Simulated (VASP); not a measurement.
Set up this calculation in VASP 6.6.1, as the native input.

* Task: single point
* Functional: PBE
* Potentials or basis: VASP PAW PBE potentials, release 64 (Zn, O, C, F)
* Cutoff: 520 eV
* k mesh: 2 × 2 × 1
* Occupations: gaussian, width 0.02 eV
* Spin: no spin polarisation
* Dipole correction: no
* Further INCAR settings: LREAL = Auto; ALGO = Normal; EDIFF = 1e-07; NBANDS = 76

The structure of Zn6CO6F2 lies in POSCAR:

```
Zn6CO6F2
1.0
    5.8041020000      0.0000000000      0.0000000000
   -2.9020510000      5.4880210000      0.0000000000
    0.0000000000      0.0000000000     17.5870760000
Zn O C F
6 6 1 2
Direct
    0.3333333908      0.0000000000      0.0568599351
    0.3402830807      0.5015341596      0.1044671667
    0.9041937938      0.0619461915      0.1434386819
    0.8627685367      0.5503816403      0.1285840239
    0.3879781942      0.0848675688      0.2093386644
    0.4610515881      0.5882286165      0.2697466594
    0.1565325796      0.6624160148      0.0602197887
    0.1559623743      0.1839435381      0.0586673419
    0.6578367186      0.7142277699      0.1638102320
    0.6481292657      0.1864861669      0.1292553691
    0.1336075570      0.7313403137      0.2214931578
    0.2280577978      0.2824353260      0.2185428095
    0.0775958764      0.6251965873      0.2885129398
   -0.1311329040      0.7177131793      0.3254368151
   -0.1227028969      0.3835211272      0.2805473747
```

The input as run:

INCAR

```
PREC     = Accurate       # precision mode
ENCUT    = 520            # plane-wave cutoff, eV
EDIFF    = 1E-7           # SCF threshold, eV
ISMEAR   = 0              # smearing method
SIGMA    = 0.02           # smearing width, eV
LREAL    = Auto         
LASPH    = T              # aspherical terms in the spheres
NELM     = 60             # most SCF steps
ALGO     = Normal         # electronic algorithm
ISIF     = 2              # what is computed and relaxed
LWAVE    = F              # write WAVECAR
LCHARG   = F              # write CHGCAR
GGA      = PE             # functional
NBANDS   = 76             # bands
```

KPOINTS

```
Automatic mesh
0
Gamma
  2 2 1
```

Potentials or basis: VASP PAW PBE potentials, release 64 (Zn, O, C, F).

Run with:

```console
$ cat potpaw_PBE.64/Zn/POTCAR potpaw_PBE.64/O/POTCAR potpaw_PBE.64/C/POTCAR potpaw_PBE.64/F/POTCAR > POTCAR
$ mpirun -np 1 vasp_std > vasp.out
```

Results of the run:

| Property | Result |
| --- | --- |
| Largest force | 0.317 eV/Å |
| Band gap on the k mesh | 1.42 eV (least direct gap 1.68 eV) |

Caveat: the k points lie up to 0.61 Å⁻¹ apart.

It took 6.6 min on 1 thread of AMD EPYC 9R45 96-Core Processor (Zen 5), with other jobs on the host, peak memory 0.69 GiB.
